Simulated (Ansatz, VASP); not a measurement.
MnSbBrF2: VASP beside Ansatz

```
Mn Sb F Br
1.0
     0.00000    3.63942    0.00000
     5.98663   -1.81971    0.00000
     0.15809    0.00000   -9.05724
Mn Sb F Br
2 2 4 2
Direct
  0.00000 0.00000 0.50000
  0.00000 0.00000 0.00000
  0.29100 0.58200 0.80940
  0.70900 0.41800 0.19060
  0.92400 0.84800 0.75700
  0.07600 0.15200 0.24300
  0.36000 0.72000 0.04884
  0.64000 0.28000 0.95116
  0.36600 0.73200 0.42990
  0.63400 0.26800 0.57010
```

Alike in both runs: task single point; functional PBE; k mesh 5 × 5 × 2; occupations fermi-dirac, width 0.0767 eV; no spin polarisation.

```csv
,VASP,Ansatz
version,VASP 6.6.1,Ansatz 0.2.0
potentials or method,"VASP PAW PBE potentials, release 64 (Mn_pv, Sb, F, Br), cutoff 520 eV",PAW plane waves
valence electrons in the cell,78,102
```

```csv
,VASP,Ansatz,Ansatz less VASP
gap on the k mesh at the Fermi level (eV),none,none,-
pressure (GPa),-5.2,-4.9,+0.32
rms of the force components (eV/Å),0.457,0.467,+0.0097
```

A gap of «none» marks a metal or a gap that the smearing closes. VASP's potentials hold 78 valence electrons a cell and Ansatz's 102, so a difference there can come from the potentials and not from the codes.

The k mesh is coarse, so the values compare programs but aren't converged. Spin-orbit coupling is off throughout.
